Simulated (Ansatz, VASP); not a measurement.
## TiC in VASP and in Ansatz

```
Ti C
1.0
     3.01291    0.00000    0.00000
     0.00000    3.01291    0.00000
     0.00000    0.00000   20.26090
Ti C
3 3
Direct
  0.25000 0.25000 0.39841
  0.75000 0.75000 0.50000
  0.25000 0.25000 0.60159
  0.75000 0.75000 0.39391
  0.25000 0.25000 0.50000
  0.75000 0.75000 0.60609
```

Alike in both runs: functional LDA; k mesh 11 × 11 × 1; occupations fermi-dirac, width 0.08 eV; no spin polarisation.

Ansatz relaxed the structure, and its values are those at the end. VASP's run is a single point on that final structure, the one shown.

|  | VASP | Ansatz |
| --- | --- | --- |
| version | VASP 6.6.1 | Ansatz 0.2.0 |
| potentials or method | VASP PAW LDA potentials, release 64 (Ti_sv, C), cutoff 520 eV | all-electron LAPW, scalar-relativistic |

|  | VASP | Ansatz | Ansatz less VASP |
| --- | --- | --- | --- |
| rms of the force components (eV/Å) | 0.011 | 0.002 | -0.0089 |

LDA's correlation is that of Perdew and Zunger in VASP and of Perdew and Wang (1992) in Ansatz. Ansatz ran all-electron here, and VASP with PAW potentials.
